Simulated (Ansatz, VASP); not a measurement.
# SnP2 in VASP and in Ansatz

```
CELL_PARAMETERS angstrom
5.15764 0.00000 0.00000
0.00000 6.50355 0.00000
0.00000 0.00000 4.00030
ATOMIC_POSITIONS crystal
Sn 0.00000 0.00000 0.00000
Sn 0.50000 0.50000 0.50000
P 0.16594 0.40126 0.00000
P 0.83406 0.59874 0.00000
P 0.66594 0.09874 0.50000
P 0.33406 0.90126 0.50000
```

Alike in both runs: functional PBE; k mesh 8 × 6 × 10; occupations gaussian, width 0.1 eV; no spin polarisation.

Ansatz relaxed the structure, and its values are those at the end. VASP's run is a single point on that final structure, the one shown.

|  | VASP | Ansatz |
| --- | --- | --- |
| version | VASP 6.6.1 | Ansatz 0.2.0 |
| potentials or method | VASP PAW PBE potentials, release 64 (Sn_d, P), cutoff 520 eV | scalar-relativistic, plane waves, PAW |
| valence electrons in the cell | 48 | 48 |

```tsv
	VASP	Ansatz	Ansatz less VASP
gap on the k mesh at the Fermi level (eV)	none	none	-
pressure (GPa)	-0.1	0.0	+0.12
rms of the force components (eV/Å)	0.024	0.004	-0.0201
```

A gap of «none» marks a metal or a gap that the smearing closes.
